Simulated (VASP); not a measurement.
# C (Fd-3m) in VASP: notebook

The runs below take C through single point, with PBE, LDA.

All numbers are computed with VASP 6.6.1; they aren't measurements. Logs are shortened: lines on timing, memory, paths and dates and some standing lists are left out, and cuts for length are marked.

### Step 1. The cell of the first run

The structure is cubic, space group Fd-3m (No. 227). The conventional cell has a = 3.567 Å, b = 3.567 Å, c = 3.567 Å, α = 90.00°, β = 90.00°, γ = 90.00°. Within 2.1 Å of C (site symmetry -43m) lie 4 C at 1.54 Å.

### Step 2. Single point, PBE

INCAR reads:

```
PREC     = Accurate       # precision mode
ENCUT    = 520            # plane-wave cutoff, eV
EDIFF    = 1E-7           # SCF threshold, eV
ISMEAR   = -1             # smearing method
SIGMA    = 0.04           # smearing width, eV
LREAL    = False          # projectors in reciprocal space
LASPH    = True           # aspherical terms in the spheres
NELM     = 100            # most SCF steps
ALGO     = Normal         # electronic algorithm
ISIF     = 2              # what is computed and relaxed
LWAVE    = False          # write WAVECAR
LCHARG   = True           # write CHGCAR
GGA      = PE             # functional
LELF     = True           # ELF
LVHAR    = True         
NBANDS   = 11             # bands
```

KPOINTS reads:

```
Automatic mesh
0
Gamma
  8 8 8
```

POSCAR reads:

```
C
1.0
    0.0000000000      1.7833700000      1.7833700000
    1.7833700000      0.0000000000      1.7833700000
    1.7833700000      1.7833700000      0.0000000000
C
2
Direct
    0.7500000000      0.7500000000      0.7500000000
    0.5000000000      0.5000000000      0.5000000000
```

Potentials or basis: VASP PAW PBE potentials, release 64 (C).

On the command line:

```console
cat potpaw_PBE.64/C/POTCAR > POTCAR
mpirun -np 1 vasp_std > vasp.out
```

OUTCAR:

```text
PREC = Accurate
   ENCUT = 520
   EDIFF = 1E-7
   ISMEAR = -1
   LREAL = False
   LASPH = True
   NELM = 100
   ISIF = 2
   GGA = PE

 ion  position               nearest neighbor table
   1  0.750  0.750  0.750-   2 1.54   2 1.54   2 1.54   2 1.54
   2  0.500  0.500  0.500-   1 1.54   1 1.54   1 1.54   1 1.54

  LATTYP: Found a face centered cubic cell.
 ALAT       =     3.5667400000

  Lattice vectors:

 A1 = (   0.0000000000,   1.7833700000,   1.7833700000)
 A2 = (   1.7833700000,   0.0000000000,   1.7833700000)
 A3 = (   1.7833700000,   1.7833700000,   0.0000000000)

Analysis of symmetry for initial positions (statically):
=====================================================================
 Subroutine PRICEL returns:
 Original cell was already a primitive cell.

 Routine SETGRP: Setting up the symmetry group for a
 face centered cubic supercell.

 Subroutine GETGRP returns: Found 48 space group operations
 (whereof 24 operations were pure point group operations)
 out of a pool of 48 trial point group operations.

The static configuration has the point symmetry T_d .
 The point group associated with its full space group is O_h .

Analysis of symmetry for dynamics (positions and initial velocities):
=====================================================================
 Subroutine PRICEL returns:
 Original cell was already a primitive cell.

 Routine SETGRP: Setting up the symmetry group for a
 face centered cubic supercell.

 Subroutine GETGRP returns: Found 48 space group operations
 (whereof 24 operations were pure point group operations)
 out of a pool of 48 trial point group operations.

The dynamic configuration has the point symmetry T_d .
 The point group associated with its full space group is O_h .

 Subroutine INISYM returns: Found 48 space group operations
 (whereof 24 operations are pure point group operations),
 and found     1 'primitive' translations

----------------------------------------------------------------------------------------

                                     Primitive cell

  volume of cell :      11.3437

  direct lattice vectors                    reciprocal lattice vectors
     0.000000000  1.783370000  1.783370000    -0.280368067  0.280368067  0.280368067
     1.783370000  0.000000000  1.783370000     0.280368067 -0.280368067  0.280368067
     1.783370000  1.783370000  0.000000000     0.280368067  0.280368067 -0.280368067

  length of vectors
     2.522066041  2.522066041  2.522066041     0.485611737  0.485611737  0.485611737

  position of ions in fractional coordinates (direct lattice)
     0.750000000  0.750000000  0.750000000
     0.500000000  0.500000000  0.500000000

  ion indices of the primitive-cell ions
   primitive index   ion index
                 1           1
                 2           2

----------------------------------------------------------------------------------------

 KPOINTS: Automatic mesh

Automatic generation of k-mesh.
 Grid dimensions read from file:
 generate k-points for:    8    8    8

 Generating k-lattice:

  Cartesian coordinates                     Fractional coordinates (reciprocal lattice)
    -0.035046008  0.035046008  0.035046008     0.125000000  0.000000000  0.000000000
     0.035046008 -0.035046008  0.035046008     0.000000000  0.125000000  0.000000000
     0.035046008  0.035046008 -0.035046008     0.000000000  0.000000000  0.125000000

  Length of vectors
     0.060701467  0.060701467  0.060701467

  Shift w.r.t. Gamma in fractional coordinates (k-lattice)
     0.000000000  0.000000000  0.000000000

 Subroutine IBZKPT returns following result:
 ===========================================

 Found     29 irreducible k-points:

 Following reciprocal coordinates:
            Coordinates               Weight
  0.000000  0.000000  0.000000      1.000000
  0.125000  0.000000  0.000000      8.000000
  0.250000  0.000000  0.000000      8.000000
  0.375000  0.000000  0.000000      8.000000
  0.500000  0.000000  0.000000      4.000000
  0.125000  0.125000  0.000000      6.000000
[... 16 lines left out ...]
  0.500000  0.250000  0.125000     48.000000
 -0.375000  0.250000  0.125000     24.000000
 [... further k-points ...]
   k-points           NKPTS =     29   k-points in BZ     NKDIM =     29   number of bands    NBANDS=     11
   number of dos      NEDOS =    301   number of ions     NIONS =      2
   total plane-waves  NPLWV =   8000
   dimension x,y,z NGX =    20 NGY =   20 NGZ =   20
   dimension x,y,z NGXF=    40 NGYF=   40 NGZF=   40
   ions per type =               2
   NGX,Y,Z   is equivalent  to a cutoff of  13.18, 13.18, 13.18 a.u.
   NGXF,Y,Z  is equivalent  to a cutoff of  26.37, 26.37, 26.37 a.u.
 SYSTEM =  unknown system
   PREC   = accura    normal or accurate (medium, high low for compatibility)
   ISTART =      0    job   : 0-new  1-cont  2-samecut
   ICHARG =      2    charge: 1-file 2-atom 10-const
   ISPIN  =      1    spin polarized calculation?
   LNONCOLLINEAR =      F non collinear calculations
   LSORBIT =      F    spin-orbit coupling
   LASPH  =      T    aspherical Exc in radial PAW
   ENCUT  =  520.0 eV  38.22 Ry    6.18 a.u.   4.69  4.69  4.69*2*pi/ulx,y,z
   NELM   =    100;   NELMIN=  2; NELMDL= -5     # of ELM steps
   EDIFF  = 0.1E-06   stopping-criterion for ELM
   LREAL  =      F    real-space projection
   EDIFFG = 0.1E-05   stopping-criterion for IOM
   NSW    =      0    number of steps for IOM
   IBRION =     -1    ionic relax: 0-MD 1-quasi-New 2-CG
   NFREE  =      0    steps in history (QN), initial steepest desc. (CG)
   ISIF   =      2    stress and relaxation
   ISYM   =      2    0-nonsym 1-usesym 2-fastsym
   POTIM  = 0.5000    time-step for ionic-motion
   TEBEG  =    0.0;   TEEND  =   0.0 temperature during run
   PSTRESS=    0.0 pullay stress
   NELECT =       8.0000    total number of electrons
   NUPDOWN=      -1.0000    fix difference up-down
   EMIN   =  10.00;   EMAX   =-10.00  energy-range for DOS
   EFERMI =   0.00;   METHOD = LEGACY
   ISMEAR =    -1;   SIGMA  =   0.04  broadening in eV -4-tet -1-fermi 0-gaus
   EFERMI_NEDOS =   21; number of points for ismear=-14 and -15
   IALGO  =     38    algorithm
   IMIX   =      4    mixing-type and parameters
     AMIX     =   0.40;   BMIX     =  1.00
     AMIX_MAG =   1.60;   BMIX_MAG =  1.00
  volume/ion in A,a.u.               =       5.67        38.28
  Fermi-wavevector in a.u.,A,eV,Ry     =   1.457203  2.753714 28.891161  2.123440
  Thomas-Fermi vector in A             =   2.574032
   LORBIT       =      0    0 simple, 1 ext, 2 COOP (PROOUT), +10 PAW based schemes
   GGA     = PE    functional components
   LHFCALC =     F    Hartree Fock is set to
   AEXX    =    0.0000 exact exchange contribution
   IVDW    =     0    specifies the selected vdW correction
   LEPSILON=     F    determine dielectric tensor
   LRPA    =     F    only Hartree local field effects (RPA)
 non-spin polarized calculation
  energy-cutoff  :      520.00
  volume of cell :       11.34
 maximum number of plane-waves:       314
   NGX =  9   NGY =  9   NGZ =  9

 number of electron       7.9999999 magnetization

 Free energy of the ion-electron system (eV)
  ---------------------------------------------------
  ext. energy  EPLUGINS =         0.00000000
  ---------------------------------------------------
  free energy    TOTEN  =       -18.18444300 eV

  energy without entropy =      -18.18444300  energy(sigma->0) =      -18.18444300

 E-fermi :  10.5466     XC(G=0): -13.2507

 val. band max:        9.7305079353   @ k =   0.0000   0.0000   0.0000
 cond. band min:      13.8627007374   @ k =   0.3750   0.3750   0.0000
 fundamental gap:      4.1321928021
 Fermi energy:        10.5466407931

 k-point     1 :       0.0000    0.0000    0.0000
  band No.  band energies     occupation
      1     -11.7470      2.00000
      2       9.7305      2.00000
      3       9.7305      2.00000
      4       9.7305      2.00000
      5      15.3202      0.00000
      6      15.3202      0.00000
      7      15.3202      0.00000
      8      23.0624      0.00000
      9      29.0242      0.00000
     10      36.2646      0.00000
     11      36.2646      0.00000

 k-point     2 :       0.1250    0.0000    0.0000
  band No.  band energies     occupation
      1     -11.3147      2.00000
      2       7.3155      2.00000
      3       9.0780      2.00000
      4       9.0780      2.00000
      5      16.1789      0.00000
      6      16.1789      0.00000
      7      16.6060      0.00000
      8      23.4305      0.00000
      9      29.6749      0.00000
     10      33.2092      0.00000
     11      33.2092      0.00000

 k-point     3 :       0.2500    0.0000    0.0000
  band No.  band energies     occupation
      1     -10.0314      2.00000
      2       3.1392      2.00000
      3       7.9847      2.00000
      4       7.9847      2.00000
      5      17.5195      0.00000
      6      17.5195      0.00000
      7      17.8760      0.00000
      8      24.3677      0.00000
      9      30.4432      0.00000
     10      32.1268      0.00000
     11      32.1268      0.00000

 k-point     4 :       0.3750    0.0000    0.0000
  band No.  band energies     occupation
      1      -7.9653      2.00000
      2      -0.9424      2.00000
      3       7.2028      2.00000
      4       7.2028      2.00000
      5      18.1156      0.00000
      6      18.1156      0.00000
      7      18.4280      0.00000
      8      25.1961      0.00000
      9      30.8935      0.00000
     10      33.7362      0.00000
     11      33.7362      0.00000
[... 239 lines left out ...]
 k-point    22 :       0.3750    0.2500    0.1250
  band No.  band energies     occupation
      1      -8.9058      2.00000
      2       3.2213      2.00000
      3       4.2290      2.00000
      4       6.8433      2.00000
      5      16.3032      0.00000
      6      19.7724      0.00000
      7      21.3065      0.00000
      8      21.4831      0.00000
      9      30.3993      0.00000
     10      31.3191      0.00000
     11      35.4385      0.00000

 k-point    23 :       0.5000    0.2500    0.1250
  band No.  band energies     occupation
      1      -6.8801      2.00000
      2      -0.1149      2.00000
      3       3.4522      2.00000
      4       5.6493      2.00000
      5      17.6975      0.00000
      6      19.3674      0.00000
      7      22.1254      0.00000
      8      23.0775      0.00000
      9      29.9163      0.00000
     10      32.0499      0.00000
     11      35.8811      0.00000

 k-point    24 :      -0.3750    0.2500    0.1250
  band No.  band energies     occupation
      1      -4.9598      2.00000
      2      -2.6324      2.00000
      3       3.4177      2.00000
      4       5.0427      2.00000
      5      18.0295      0.00000
      6      19.1792      0.00000
      7      22.7838      0.00000
      8      24.5984      0.00000
      9      28.0564      0.00000
     10      33.6477      0.00000
     11      36.0671      0.00000

 [... further k-points ...]
[... 5 lines left out ...]
  --------------------------------------------------------------------------------------
  -------------------------------------------------------------------------------------
  Total        0.1742630      0.1742630      0.1742630      0.0000000      0.0000000      0.0000000
  in kB       24.6128202     24.6128202     24.6128202      0.0000000      0.0000000      0.0000000
  external PRESSURE =      24.6128202 kB  Pullay stress =       0.0000000 kB

 VOLUME and BASIS-vectors are now :
 -----------------------------------------------------------------------------
  energy-cutoff  :      520.00
  volume of cell :       11.34
      direct lattice vectors                 reciprocal lattice vectors
     0.000000000  1.783370000  1.783370000    -0.280368067  0.280368067  0.280368067
     1.783370000  0.000000000  1.783370000     0.280368067 -0.280368067  0.280368067
     1.783370000  1.783370000  0.000000000     0.280368067  0.280368067 -0.280368067

 POSITION                                       TOTAL-FORCE (eV/Angst)
 -----------------------------------------------------------------------------------
      2.67505      2.67505      2.67505        -0.000000     -0.000000     -0.000000
      1.78337      1.78337      1.78337         0.000000      0.000000      0.000000
 -----------------------------------------------------------------------------------
    total drift:                                0.000000     -0.000000      0.000000

  FREE ENERGIE OF THE ION-ELECTRON SYSTEM (eV)
  ---------------------------------------------------
  free  energy   TOTEN  =       -18.1844429961 eV

  energy  without entropy=      -18.1844429961  energy(sigma->0) =      -18.18444300
```

It took 3.7 s on 1 thread of Intel Xeon Platinum 8259CL at 2.50GHz (Skylake/Cascade Lake), shared host; peak memory 0.12 GiB.

What came out:

```
Free energy            : -18.1844 eV
Pressure               : 2.5 GPa
Band gap on the k mesh : 4.13 eV, indirect (least direct gap 5.59 eV)
```

Levels at points of the mesh, in eV from the valence-band top:
| k point | band 1 | band 2 | band 3 | band 4 | band 5 | band 6 | band 7 | band 8 | band 9 |
| --- | --- | --- | --- | --- | --- | --- | --- | --- | --- |
| (0.00, 0.00, 0.00) | -21.48 | 0.00 | 0.00 | 0.00 | 5.59 | 5.59 | 5.59 | 13.33 | 19.29 |
| (0.50, 0.00, 0.00) | -15.70 | -13.37 | -2.80 | -2.80 | 8.46 | 8.46 | 8.85 | 15.70 | 21.90 |
| (0.50, 0.50, 0.00) | -12.76 | -12.76 | -6.30 | -6.30 | 4.76 | 4.76 | 16.81 | 16.81 | 23.24 |

A k mesh can miss the band edges.

### Step 3. Single point, LDA (volume scaled by 0.96)

INCAR reads:

```
PREC = Accurate
ENCUT = 520
EDIFF = 1E-7
ISMEAR = 0
SIGMA = 0.01
LREAL = False
LASPH = True
NELM = 80
ALGO = Normal
ISIF = 2
LWAVE = False
LCHARG = False
GGA = CA
NBANDS = 11
```

KPOINTS reads:

```
regular mesh
0
Gamma
  13 13 13
```

POSCAR reads:

```
C
1.0
    0.0000000000      1.7592674508      1.7592674508
    1.7592674508      0.0000000000      1.7592674508
    1.7592674508      1.7592674508      0.0000000000
C
2
Direct
    0.7500000000      0.7500000000      0.7500000000
    0.5000000000      0.5000000000      0.5000000000
```

Potentials or basis: VASP PAW LDA potentials, release 64 (C).

On the command line:

```console
cat potpaw_LDA.64/C/POTCAR > POTCAR
mpirun -np 1 vasp_std > vasp.out
```

Run time: 6.9 s. Hardware: 1 thread of Intel Xeon Platinum 8259CL at 2.50GHz (Skylake/Cascade Lake), shared host; peak memory 0.11 GiB.

The run converged. Its results:

- Free energy: -20.2416 eV
- Pressure: 7.0 GPa
- Band gap on the k mesh: 4.21 eV, indirect (least direct gap 5.66 eV)

Levels at points of the mesh, in eV from the valence-band top:
| k point | band 1 | band 2 | band 3 | band 4 | band 5 | band 6 | band 7 | band 8 | band 9 |
| --- | --- | --- | --- | --- | --- | --- | --- | --- | --- |
| (0.00, 0.00, 0.00) | -21.87 | 0.00 | 0.00 | 0.00 | 5.66 | 5.66 | 5.66 | 14.50 | 19.55 |

 A k mesh can miss the band edges.
